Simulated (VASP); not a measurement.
Write the native input for VASP 6.6.1 that does the following.

```
Task                   : single point
Functional             : r2SCAN
Potentials or basis    : VASP PAW PBE potentials, release 64 (Cu, I)
Cutoff                 : 520 eV
k mesh                 : 6 × 6 × 4
Occupations            : gaussian, width 0.01 eV
Spin                   : no spin polarisation
Dipole correction      : no
Further INCAR settings : ALGO = Normal; EDIFF = 1e-06; NBANDS = 26
```

CuI:

```xyz
4
Lattice="4.3313 0.0000 0.0000 -2.1657 3.7510 0.0000 0.0000 0.0000 7.1805" Properties=species:S:1:pos:R:3 pbc="T T T"
Cu    0.0000    2.5007    1.7951
Cu    2.1657    1.2503    5.3854
I     2.1657    1.2503    1.7951
I     0.0000    2.5007    5.3854
```

The input as run:

POSCAR

```
CuI
1.0
    4.3313371295      0.0000000000      0.0000000000
   -2.1656685648      3.7510479865      0.0000000000
    0.0000000000      0.0000000000      7.1805182349
Cu I
2 2
Direct
    0.3333333333      0.6666666667      0.2500000000
    0.6666666667      0.3333333333      0.7500000000
    0.6666666667      0.3333333333      0.2500000000
    0.3333333333      0.6666666667      0.7500000000
```

INCAR.step1

```
  PREC = Accurate
  ENCUT = 520
  ISMEAR = 0
  SIGMA = 0.01
  LREAL = False
  LASPH = True
  NELM = 100
  NBANDS = 26
  GGA = PE
  ALGO = Normal
  EDIFF = 1E-4
  LWAVE = True
  LCHARG = False
```

INCAR.step2

```
  PREC = Accurate
  ENCUT = 520
  EDIFF = 1E-6
  ISMEAR = 0
  SIGMA = 0.01
  LREAL = False
  LASPH = True
  NELM = 100
  ALGO = Normal
  ISIF = 2
  LWAVE = False
  LCHARG = False
  METAGGA = R2SCAN
  LMIXTAU = True
  NBANDS = 26
  ISTART = 1
```

KPOINTS

```
Automatic mesh
0
Gamma
  6 6 4
```

Potentials or basis: VASP PAW PBE potentials, release 64 (Cu, I).

Run with:

```bash
$ cat potpaw_PBE.64/Cu/POTCAR potpaw_PBE.64/I/POTCAR > POTCAR
$ cp INCAR.step1 INCAR
$ mpirun -np 1 vasp_std > vasp.out
$ cp INCAR.step2 INCAR
$ mpirun -np 1 vasp_std > vasp.out
```

It gave:

```json
{
  "Pressure": "1.2 GPa",
  "Band gap on the k mesh": "1.71 eV"
}
```

Caveat: the PAW data sets were made with another functional, which shifts forces and pressure a little; spin-orbit coupling is left out, which moves the levels of the heavy elements.

Run time: 3.3 min on 1 thread of Intel Xeon 8259CL (shared host), peak memory 0.27 GiB.
